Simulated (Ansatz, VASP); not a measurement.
One calculation of Os, two programs

File INCAR:

```
PREC = Accurate ; ENCUT = 520
EDIFF = 1E-8 ; ISMEAR = -1
SIGMA = 0.03 ; LREAL = F
LASPH = T ; NELM = 60
ALGO = Normal ; ISIF = 2
LWAVE = F ; LCHARG = F
GGA = PS ; LEFG = T
NBANDS = 10
```

File KPOINTS:

```
regular mesh
0
Gamma
  14 14 14
```

The input POSCAR:

```
Os
1.0
    0.0000000000      1.9831469396      1.9831469396
    1.9831469396      0.0000000000      1.9831469396
    1.9831469396      1.9831469396      0.0000000000
Os
1
Direct
    0.0000000000      0.0000000000      0.0000000000
```

Input for Ansatz:

```yaml
crystal:
  lattice:
    - [0.0, 1.9831469396, 1.9831469396]
    - [1.9831469396, 0.0, 1.9831469396]
    - [1.9831469396, 1.9831469396, 0.0]
  atoms:
    - { symbol: Os, position: [0.0, 0.0, 0.0] }
kpoints:
  mp_grid: { grid: [14, 14, 14] }
scf:
  occupations: { method: fermi_dirac, width: 0.03 }
hamiltonian:
  xc: pbesol
  pseudopotentials: { kind: paw }
output:
  forces: true
  stress: true
  eigenvalues: true
  efg: { contact_densities: true }
```

Change from the starting cell: volume scaled by 1.06, PAW files.

Alike in both runs: task electric field gradients; functional PBEsol; k mesh 14 × 14 × 14; occupations fermi-dirac, width 0.03 eV; no spin polarisation.

|  | VASP | Ansatz |
| --- | --- | --- |
| version | VASP 6.6.1 | Ansatz 0.2.0 |
| potentials or method | VASP PAW PBE potentials, release 64 (Os) | PAW with Ansatz's default frozen-core files, scalar-relativistic |
| plane-wave cutoff (eV) | 520 | 420 |
| valence electrons in the cell | 8 | 16 |

|  | VASP | Ansatz | Ansatz less VASP |
| --- | --- | --- | --- |
| pressure (GPa) | -36.6 | -36.3 | +0.34 |

VASP's potentials were made for PBE, not for PBEsol. Both programs put the cell under strong tension, so it lies far from rest at this level. VASP's potentials hold 8 valence electrons a cell and Ansatz's 16, so a difference there can come from the potentials and not from the codes.

Neither program's run includes spin-orbit coupling. Noted on VASP's run: the cell as given lies far from equilibrium.
